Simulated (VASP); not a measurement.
## La2O3: single point with r2SCAN

Crystal: La2O3.

```
La O
1.0
     6.26678    0.00000    0.00000
    -3.13339    5.42719    0.00000
     0.00000    0.00000    3.29977
La O
2 3
Direct
  0.66667 0.33333 0.50000
  0.33333 0.66667 0.50000
  0.50801 0.00000 0.00000
  0.00000 0.50801 0.00000
  0.49199 0.49199 0.00000
```

- Program: VASP 6.6.1
- Task: single point
- Functional: r2SCAN
- Potentials or basis: VASP PAW PBE potentials, release 64 (La, O)
- Cutoff: 520 eV
- k mesh: 5 × 5 × 8
- Occupations: fermi-dirac, width 0.05 eV
- Spin: no spin polarisation

```
Pressure               : 1.1 GPa
Largest force          : 0.052 eV/Å
Band gap on the k mesh : 1.88 eV (least direct gap 2.41 eV)
```

Forces in eV/Å, atoms in the order of the input:
```
La   0.000  0.000  0.000
La   0.000  0.000  0.000
O   -0.052  0.000  0.000
O    0.026 -0.045  0.000
O    0.026  0.045  0.000
```

Stress tensor (GPa, compression positive):
```
 2.00  0.00  0.00
 0.00  2.00  0.00
 0.00  0.00 -0.84
```

Levels at points of the mesh, in eV from the valence-band top:
```
           k point  band 16  band 17  band 18  band 19  band 20  band 21  band 22  band 23  band 24  band 25
(0.00, 0.00, 0.00)    -1.99    -1.04    -1.04    -0.75    -0.53     1.88     3.91     4.60     4.60     5.40
(0.00, 0.00, 0.50)    -1.53    -1.24    -1.24    -0.37     0.00     4.75     4.84     4.84     4.93     4.98
```

Run time: 8.8 min on 1 thread of Intel Xeon 8259CL, with other jobs on the host, peak memory 0.31 GiB.

Caveat: the PAW data sets were made with another functional, which shifts forces and pressure a little; spin-orbit coupling is left out, which moves the levels of the heavy elements. A k mesh can miss the band edges.
